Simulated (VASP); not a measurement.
Set up this calculation in VASP 6.6.1, as the native input.

```
Task                    : density of states
Functional              : LDA
Potentials or basis     : VASP PAW LDA potentials, release 64 (Ta_pv, N)
Cutoff                  : 520 eV
k mesh                  : 15 × 15 × 15
Occupations             : fermi-dirac, width 0.05 eV
Spin                    : no spin polarisation
Dipole correction       : no
k mesh for the DOS      : 23 × 23 × 23
Occupations for the DOS : tetrahedron
Further INCAR settings  : ALGO = Normal; EDIFF = 1e-06
```

Crystal: TaN (rocksalt type).

```
Ta N
1.0
     0.00000    1.78121    1.78121
     1.78121    0.00000    1.78121
     1.78121    1.78121    0.00000
Ta N
1 1
Direct
  0.00000 0.00000 0.00000
  0.50000 0.50000 0.50000
```

This cell differs from its parent crystal: volume scaled by 0.55.

These files were run (other wordings do the same):

POSCAR

```
TaN
1.0
    0.0000000000      1.7812068456      1.7812068456
    1.7812068456      0.0000000000      1.7812068456
    1.7812068456      1.7812068456      0.0000000000
Ta N
1 1
Direct
    0.0000000000      0.0000000000      0.0000000000
    0.5000000000      0.5000000000      0.5000000000
```

INCAR.step1

```
PREC = Accurate ; ENCUT = 520
EDIFF = 1E-6 ; ISMEAR = -1
SIGMA = 0.05 ; LREAL = F
LASPH = T ; NELM = 60
ALGO = Normal ; ISIF = 2
LWAVE = F ; LCHARG = T
LMAXMIX = 4 ; NBANDS = 15
```

KPOINTS.step1

```
Automatic mesh
0
Gamma
  15 15 15
```

INCAR.step2

```
PREC = Accurate ; ENCUT = 520
EDIFF = 1E-6 ; ISMEAR = -5
SIGMA = 0.05 ; LREAL = F
LASPH = T ; NELM = 60
ALGO = Normal ; ISIF = 2
LWAVE = F ; LCHARG = F
LMAXMIX = 4 ; LORBIT = 11
NEDOS = 1001 ; ICHARG = 11
```

KPOINTS.step2

```
Automatic mesh
0
Gamma
  23 23 23
```

Potentials or basis: VASP PAW LDA potentials, release 64 (Ta_pv, N).

Launch:

```sh
$ cat potpaw_LDA.64/Ta_pv/POTCAR potpaw_LDA.64/N/POTCAR > POTCAR
$ cp INCAR.step1 INCAR
$ cp KPOINTS.step1 KPOINTS
$ mpirun -np 1 vasp_std > vasp.out
$ cp INCAR.step2 INCAR
$ cp KPOINTS.step2 KPOINTS
$ mpirun -np 1 vasp_std > vasp.out
```

Run time: 25 s on 1 thread of Intel(R) Xeon(R) Platinum 8488C (Sapphire Rapids) (shared host), peak memory 0.17 GiB.
